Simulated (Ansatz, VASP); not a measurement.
## One calculation of AlN, two programs

POSCAR

```
AlN
1.0
    3.1066937604      0.0000000000      0.0000000000
   -1.5533468802      2.6904757183      0.0000000000
    0.0000000000      0.0000000000      4.9785915490
Al N
2 2
Direct
    0.3333333333      0.6666666667     -0.0032954727
    0.6666666667      0.3333333333      0.4967045273
    0.3333333333      0.6666666667      0.3782954727
    0.6666666667      0.3333333333      0.8782954727
```

File INCAR.step1:

```
SYSTEM = AlN
PREC = Accurate
ENCUT = 520
EDIFF = 1E-5
ISMEAR = 0
SIGMA = 0.01
LREAL = .False.
LASPH = .True.
NELM = 80
ALGO = Normal
ISIF = 2
LWAVE = .True.
GGA = PE
NBANDS = 16
```

INCAR.step2

```
SYSTEM = AlN
PREC = Accurate
ENCUT = 520
EDIFF = 1E-6
ISMEAR = 0
SIGMA = 0.01
LREAL = .False.
LASPH = .True.
NELM = 80
ALGO = Normal
ISIF = 2
LWAVE = .False.
LCHARG = .True.
GGA = PE
LHFCALC = .True.
HFSCREEN = 0.2079
PRECFOCK = Normal
LELF = .True.
LVHAR = .True.
ISTART = 1
NBANDS = 16
```

Contents of KPOINTS:

```
Automatic mesh
0
Gamma
  6 6 4
  0 0 0
```

Input for Ansatz:

```yaml
crystal:
  lattice:
    - [3.1066937604, 0.0, 0.0]
    - [-1.5533468802, 2.6904757183, 0.0]
    - [0.0, 0.0, 4.978591549]
  atoms:
    - { symbol: Al, position: [0.3333333333, 0.6666666667, -0.0032954727] }
    - { symbol: Al, position: [0.6666666667, 0.3333333333, 0.4967045273] }
    - { symbol: "N", position: [0.3333333333, 0.6666666667, 0.3782954727] }
    - { symbol: "N", position: [0.6666666667, 0.3333333333, 0.8782954727] }
kpoints:
  mp_grid: { grid: [6, 6, 4] }
  band_path:
    path:
      - [0.0, 0.0, 0.0]
      - [0.5, 0.0, 0.0]
      - [0.3333333333, 0.3333333333, 0.0]
      - [0.0, 0.0, 0.5]
      - [0.5, 0.0, 0.5]
      - [0.3333333333, 0.3333333333, 0.5]
    npoints: 1
hamiltonian:
  xc: hse06
scf:
  occupations: { method: fixed }
  n_extra_bands: 5
output:
  forces: true
  stress: true
  eigenvalues: true
```

Alike in both runs: task single point; functional HSE06; k mesh 6 × 6 × 4; no spin polarisation.

```csv
,VASP,Ansatz
version,VASP 6.6.1,Ansatz 0.2.0
potentials or method,"VASP PAW PBE potentials, release 64 (Al, N)","plane waves, PAW"
plane-wave cutoff (eV),520,420
occupations,"gaussian, width 0.01 eV",fixed
valence electrons in the cell,16,16
```

Ansatz gave:

- gap on the k mesh at the Fermi level (eV): 5.60
- pressure (GPa): -0.6
- traceless stress, the component that is largest in VASP (GPa): -0.19
- rms of the force components (eV/Å): 0.006

**Question.** What did VASP give for the same quantities?

**Answer.** gap on the k mesh at the Fermi level (eV): 5.59; pressure (GPa): -0.8; traceless stress, the component that is largest in VASP (GPa): -0.10; rms of the force components (eV/Å): 0.004.

Atom by atom the forces differ by 0.002 eV/Å (rms over components). Ansatz's warnings: stress exchange threshold loose, stress scf threshold loose.
